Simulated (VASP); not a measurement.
# SiO2 (P-3m1) in VASP: further runs, part 2 of 2

VASP 6.6.1. The steps go on from the part before.

### Step 4. Relaxation of cell and atoms, PBE+D3(BJ)

INCAR reads:

```
  ALGO = Normal
  EDIFF = 1E-7
  EDIFFG = -0.04
  ENCUT = 600
  GGA = PE
  IBRION = 2
  ISIF = 3
  ISMEAR = 0
  IVDW = 12
  LASPH = T
  LCHARG = F
  LREAL = F
  LWAVE = F
  NELM = 60
  NSW = 90
  PREC = Accurate
  SIGMA = 0.1
```

KPOINTS reads:

```
k-points
0
Gamma
  6 6 2
```

POSCAR reads:

```
SiO2
1.0
    2.6123874500      0.0000000000      0.0000000000
   -1.3061937200      2.2623938900      0.0000000000
    0.0000000000      0.0000000000      8.7639640600
Si O
2 4
Direct
    0.6666666700      0.3333333300      0.7500000000
    0.3333333300      0.6666666700      0.2500000000
    0.3333333300      0.6666666700      0.8510947800
    0.0000000000      0.0000000000      0.6489052200
    0.6666666700      0.3333333300      0.1489052200
    0.0000000000      0.0000000000      0.3510947800
```

Potentials or basis: VASP PAW PBE potentials, release 64 (Si, O).

The run is started by

```console
$ cat potpaw_PBE.64/Si/POTCAR potpaw_PBE.64/O/POTCAR > POTCAR
$ mpirun -np 1 vasp_std > vasp.out
```

OUTCAR:

```text
EDIFF = 1E-7
   EDIFFG = -0.04
   ENCUT = 600
   GGA = PE
   IBRION = 2
   ISIF = 3
   ISMEAR = 0
   IVDW = 12
   LASPH = T
   LREAL = F
   NELM = 60
   NSW = 90
   PREC = Accurate
 IVDW          = 12

 ion  position               nearest neighbor table
   1  0.667  0.333  0.750-   3 1.75   4 1.75   3 1.75   4 1.75   4 1.75   3 1.75
   2  0.333  0.667  0.250-   5 1.75   6 1.75   5 1.75   6 1.75   6 1.75   5 1.75
   3  0.333  0.667  0.851-   1 1.75   1 1.75   1 1.75
   4  0.000  0.000  0.649-   1 1.75   1 1.75   1 1.75
   5  0.667  0.333  0.149-   2 1.75   2 1.75   2 1.75
   6  0.000  0.000  0.351-   2 1.75   2 1.75   2 1.75

  LATTYP: Found a hexagonal cell.
 ALAT       =     2.6123874500
 C/A-ratio  =     3.3547719195

  Lattice vectors:

 A1 = (   2.6123874500,   0.0000000000,   0.0000000000)
 A2 = (  -1.3061937200,   2.2623938900,   0.0000000000)
 A3 = (   0.0000000000,   0.0000000000,   8.7639640600)

Analysis of symmetry for initial positions (statically):
=====================================================================
 Subroutine PRICEL returns:
 Original cell was already a primitive cell.

 Routine SETGRP: Setting up the symmetry group for a
 hexagonal supercell.

 Subroutine GETGRP returns: Found 12 space group operations
 (whereof 12 operations were pure point group operations)
 out of a pool of 24 trial point group operations.

The static configuration has the point symmetry D_3d.

Analysis of symmetry for dynamics (positions and initial velocities):
=====================================================================
 Subroutine PRICEL returns:
 Original cell was already a primitive cell.

 Routine SETGRP: Setting up the symmetry group for a
 hexagonal supercell.

 Subroutine GETGRP returns: Found 12 space group operations
 (whereof 12 operations were pure point group operations)
 out of a pool of 24 trial point group operations.

The dynamic configuration has the point symmetry D_3d.

 Subroutine INISYM returns: Found 12 space group operations
 (whereof 12 operations are pure point group operations),
 and found     1 'primitive' translations

----------------------------------------------------------------------------------------

                                     Primitive cell

[... 102 lines left out ...]
   ISMEAR =     0;   SIGMA  =   0.10  broadening in eV -4-tet -1-fermi 0-gaus
   EFERMI_NEDOS =   21; number of points for ismear=-14 and -15
   IALGO  =     38    algorithm
   IMIX   =      4    mixing-type and parameters
     AMIX     =   0.40;   BMIX     =  1.00
     AMIX_MAG =   1.60;   BMIX_MAG =  1.00
  volume/ion in A,a.u.               =       8.63        58.26
  Fermi-wavevector in a.u.,A,eV,Ry     =   1.394299  2.634844 26.450687  1.944071
  Thomas-Fermi vector in A             =   2.517862
   LORBIT       =      0    0 simple, 1 ext, 2 COOP (PROOUT), +10 PAW based schemes
   GGA     = PE    functional components
   LHFCALC =     F    Hartree Fock is set to
   AEXX    =    0.0000 exact exchange contribution
   IVDW    =    12    specifies the selected vdW correction
   LEPSILON=     F    determine dielectric tensor
   LRPA    =     F    only Hartree local field effects (RPA)
 conjugate gradient relaxation of ions
 non-spin polarized calculation
 Gauss-broadening in eV      SIGMA  =   0.10
  energy-cutoff  :      600.00
  volume of cell :       51.80
 maximum number of plane-waves:      1752
 NGX is ok and might be reduce to    24
   NGX = 11   NGY = 11   NGZ = 35

--------------------------------------- Ionic step        1  -------------------------------------------

 number of electron      32.0000008 magnetization

 Free energy of the ion-electron system (eV)
  ---------------------------------------------------
  ext. energy  EPLUGINS =         0.00000000
  ---------------------------------------------------
  free energy    TOTEN  =       -44.88255485 eV

  energy without entropy =      -44.88255485  energy(sigma->0) =      -44.88255485

------------------------ aborting loop because EDIFF is reached ----------------------------------------

 Edisp (eV)   -1.25280

 E8    (eV) :    -0.4215
[... 117 lines left out ...]
  FREE ENERGIE OF THE ION-ELECTRON SYSTEM (eV)
  ---------------------------------------------------
  free  energy   TOTEN  =       -46.4672688603 eV

  energy  without entropy=      -46.4672688603  energy(sigma->0) =      -46.46726886

[... ionic steps 4 to 15 ...]

--------------------------------------- Ionic step       16  -------------------------------------------

 number of electron      31.9999984 magnetization

------------------------ aborting loop because EDIFF is reached ----------------------------------------
[... 83 lines left out ...]
--------------------------------------- Ionic step       18  -------------------------------------------

 number of electron      31.9999985 magnetization

 Free energy of the ion-electron system (eV)
  ---------------------------------------------------
  ext. energy  EPLUGINS =         0.00000000
  ---------------------------------------------------
  free energy    TOTEN  =       -45.45164677 eV

  energy without entropy =      -45.45164677  energy(sigma->0) =      -45.45164677

 E-fermi :   4.3486     XC(G=0): -10.5330

 val. band max:        3.7998843424   @ k =   0.1667  -0.0000   0.0000
 cond. band min:       9.8913025582   @ k =   0.0000   0.0000   0.0000
 fundamental gap:      6.0914182157
 Fermi energy:         4.3485930932

 k-point     1 :       0.0000    0.0000    0.0000
  band No.  band energies     occupation
      1     -17.6596      2.00000
      2     -17.6067      2.00000
      3     -13.9242      2.00000
      4     -13.7884      2.00000
      5      -1.4701      2.00000
      6      -0.5994      2.00000
[... 348 lines left out ...]
  FREE ENERGIE OF THE ION-ELECTRON SYSTEM (eV)
  ---------------------------------------------------
  free  energy   TOTEN  =       -46.5380219350 eV

  energy  without entropy=      -46.5380219350  energy(sigma->0) =      -46.53802193

 reached required accuracy - stopping structural energy minimisation
```

CONTCAR:

```text
SiO2
   1.00000000000000
     2.6910305847075309    0.0000000001737106   -0.0000000000000000
    -1.3455152870528080    2.3305008418408804   -0.0000000000000000
    -0.0000000000000001    0.0000000000000001    9.4343234829658833
  Si              O
     2     4
Direct
     0.6666666699999979    0.3333333300000021    0.7544254068127116
     0.3333333300000021    0.6666666699999979    0.2455745931872884
     0.3333333300000021    0.6666666699999979    0.8513864044824018
     0.0000000000000000    0.0000000000000000    0.6574411493152847
     0.6666666699999979    0.3333333300000021    0.1486135955175981
     0.0000000000000000    0.0000000000000000    0.3425588506847150

  0.00000000E+00  0.00000000E+00  0.00000000E+00
  0.00000000E+00  0.00000000E+00  0.00000000E+00
  0.00000000E+00  0.00000000E+00  0.00000000E+00
  0.00000000E+00  0.00000000E+00  0.00000000E+00
  0.00000000E+00  0.00000000E+00  0.00000000E+00
  0.00000000E+00  0.00000000E+00  0.00000000E+00
```

Wall time 2.5 min (1 thread of AMD EPYC 9R45 (Zen 5), shared host); peak memory 0.17 GiB.

Results:

| Item | Value |
| --- | --- |
| Free energy | -46.5380 eV |
| Relaxed volume | 9.86 Å³/atom |
| Relaxed cell | a = 2.691 Å, b = 2.691 Å, c = 9.434 Å, α = 90.00°, β = 90.00°, γ = 120.00° |
| Space group after relaxing (to 0.1 Å) | P-3m1 (No. 164) |
| Energy gained by relaxing | 67.1 meV/atom |
| Ionic steps | 18 |
| Pressure after relaxing | -0.3 GPa |
| Largest force after relaxing | 0.026 eV/Å |
| Band gap on the k mesh | 6.09 eV (least direct gap 6.40 eV) |
| Dispersion energy per atom | -0.181 eV |

Forces in eV/Å, atoms in the order of the input:
```
Si   0.000  0.000  0.026
Si   0.000  0.000 -0.026
O    0.000  0.000  0.009
O    0.000  0.000  0.024
O    0.000  0.000 -0.009
O    0.000  0.000 -0.024
```

The path:
| step | energy change (eV) | largest force (eV/Å) | pressure (GPa) | volume (Å³) |
| --- | --- | --- | --- | --- |
| 1 | 0.0000 | 1.5061 | 25.63 | 51.80 |
| 2 | 0.6302 | 2.7673 | -26.29 | 62.85 |
| 3 | -0.3319 | 0.6073 | 0.68 | 55.51 |
| 4 | -0.3326 | 0.5485 | 1.45 | 55.37 |
| 5 | -0.3325 | 0.5187 | 1.85 | 55.29 |
| 6 | -0.3594 | 0.2217 | 0.78 | 56.14 |
| 7 | -0.3622 | 0.1173 | 0.32 | 56.54 |
| 8 | -0.3804 | 0.1333 | 0.09 | 57.15 |
| 9 | -0.3973 | 0.3203 | -0.17 | 58.36 |
| 10 | -0.3983 | 0.3728 | -0.20 | 58.68 |
| 11 | -0.3876 | 0.8115 | 0.64 | 59.20 |
| 12 | -0.4016 | 0.0858 | 0.06 | 58.85 |
| 13 | -0.4016 | 0.0825 | 0.06 | 58.85 |
| 14 | -0.4021 | 0.0554 | 0.23 | 58.92 |
| 15 | -0.4021 | 0.0679 | 0.27 | 58.94 |
| 16 | -0.4024 | 0.0650 | -0.15 | 59.10 |
| 17 | -0.4024 | 0.0661 | -0.16 | 59.10 |
| 18 | -0.4027 | 0.0264 | -0.29 | 59.17 |

Final structure:
```xyz
6
Lattice="2.6910 0.0000 0.0000 -1.3455 2.3305 0.0000 0.0000 0.0000 9.4343" Properties=species:S:1:pos:R:3 pbc="T T T"
Si    1.3455    0.7768    7.1175
Si    0.0000    1.5537    2.3168
O     0.0000    1.5537    8.0323
O     0.0000    0.0000    6.2025
O     1.3455    0.7768    1.4021
O     0.0000    0.0000    3.2318
```

Levels at points of the mesh, in eV from the valence-band top:
```csv
k point,band 12,band 13,band 14,band 15,band 16,band 17,band 18,band 19,band 20
"(0.00, 0.00, 0.00)",-1.23,-1.23,-1.23,-1.23,-0.31,6.09,6.99,8.14,8.20
"(0.50, 0.00, 0.00)",-1.88,-1.68,-1.62,-1.14,-1.12,7.67,7.78,10.10,10.15
"(0.00, 0.00, 0.50)",-1.25,-1.22,-1.22,-0.91,-0.83,6.52,6.53,8.11,8.25
"(0.50, 0.00, 0.50)",-1.93,-1.66,-1.65,-1.44,-0.88,7.64,7.80,9.85,10.43
```

Caveat: the k points lie up to 0.45 Å⁻¹ apart in the final cell.

### Step 5. Single point, PBE+D3(BJ)

This run uses another cell than the first one, of 9.88 Å³/atom.

INCAR reads:

```
SYSTEM = SiO2
PREC = Accurate
ENCUT = 520
EDIFF = 1E-7
ISMEAR = 0
SIGMA = 0.02
LREAL = .FALSE.
LASPH = .TRUE.
NELM = 60
ALGO = Normal
ISIF = 2
LWAVE = .FALSE.
LCHARG = .FALSE.
GGA = PE
IVDW = 12
NBANDS = 25
```

KPOINTS reads:

```
Automatic mesh
0
G
  12 12 4
  0 0 0
```

POSCAR reads:

```
SiO2
1.0
    2.6864411829      0.0000000000      0.0000000000
   -1.3432205915      2.3265263102      0.0000000000
    0.0000000000      0.0000000000      9.4836162454
Si O
2 4
Direct
    0.6666666667      0.3333333333      0.7580158379
    0.3333333333      0.6666666667      0.2419841621
    0.3333333333      0.6666666667      0.8545151996
    0.0000000000      0.0000000000      0.6614137914
    0.6666666667      0.3333333333      0.1454848004
    0.0000000000      0.0000000000      0.3385862086
```

The run is started by

```console
$ cat potpaw_PBE.64/Si/POTCAR potpaw_PBE.64/O/POTCAR > POTCAR
$ mpirun -np 1 vasp_std > vasp.out
```

Wall time 56 s (1 thread of AMD EPYC 9R45 (Zen 5), shared host); peak memory 0.2 GiB.

It converged, with:

```yaml
Free_energy: -46.5486 eV
Pressure: 0.5 GPa
Largest_force: 0.020 eV/Å
Band_gap_on_the_k_mesh: 6.17 eV (least direct gap 6.48 eV)
Dispersion_energy_per_atom: -0.181 eV
```

Forces in eV/Å, atoms in the order of the input:
```
Si   0.000  0.000  0.000
Si   0.000  0.000  0.000
O    0.000  0.000  0.020
O    0.000  0.000 -0.015
O    0.000  0.000 -0.020
O    0.000  0.000  0.015
```

Stress tensor (GPa, compression positive):
```
 0.81  0.00  0.00
 0.00  0.81  0.00
 0.00  0.00 -0.12
```

Levels at points of the mesh, in eV from the valence-band top:
```csv
k point,band 12,band 13,band 14,band 15,band 16,band 17,band 18,band 19,band 20,band 21
"(0.00, 0.00, 0.00)",-1.20,-1.20,-1.20,-1.20,-0.31,6.17,7.06,8.21,8.25,11.97
"(0.50, 0.00, 0.00)",-1.88,-1.66,-1.60,-1.14,-1.10,7.73,7.85,10.14,10.22,12.37
"(0.00, 0.00, 0.50)",-1.22,-1.19,-1.19,-0.95,-0.76,6.59,6.61,8.18,8.31,12.14
"(0.50, 0.00, 0.50)",-1.94,-1.64,-1.62,-1.42,-0.88,7.70,7.87,9.91,10.47,11.94
```

A k mesh can miss the band edges.

### Step 6. Overview

```tsv
task	cell	k mesh	cutoff (eV)	smearing	gap on the mesh (eV)	pressure (GPa)	largest force (eV/Å)
single point	a = 2.612, b = 2.612, c = 8.764 Å, angles 90.0, 90.0, 120.0°, 6 atoms, atomic positions A	6 × 6 × 2	520	gaussian 0.1 eV	7.17	26.0	1.51
single point	a = 2.687, b = 2.687, c = 9.444 Å, angles 90.0, 90.0, 120.0°, 6 atoms, atomic positions B	6 × 6 × 2	520	gaussian 0.1 eV	6.16	0.5	0.02
relaxation of cell and atoms	relaxed from a = 2.612, b = 2.612, c = 8.764 Å, angles 90.0, 90.0, 120.0°, 6 atoms, atomic positions A	6 × 6 × 2	600	gaussian 0.1 eV	6.09	-0.3	0.03
single point	a = 2.686, b = 2.686, c = 9.484 Å, angles 90.0, 90.0, 120.0°, 6 atoms, atomic positions B	12 × 12 × 4	520	gaussian 0.02 eV	6.17	0.5	0.02
```

Alike in all rows: level PBE+D3(BJ); potentials or basis VASP PAW PBE potentials, release 64 (Si, O); no spin polarisation.

Caveats: some runs use coarse meshes; forces of over 1 eV/Å act on the atoms, so gaps and moduli don't describe the material at rest (at least some runs).

Absolute energies hang on the potentials; compare differences alone.
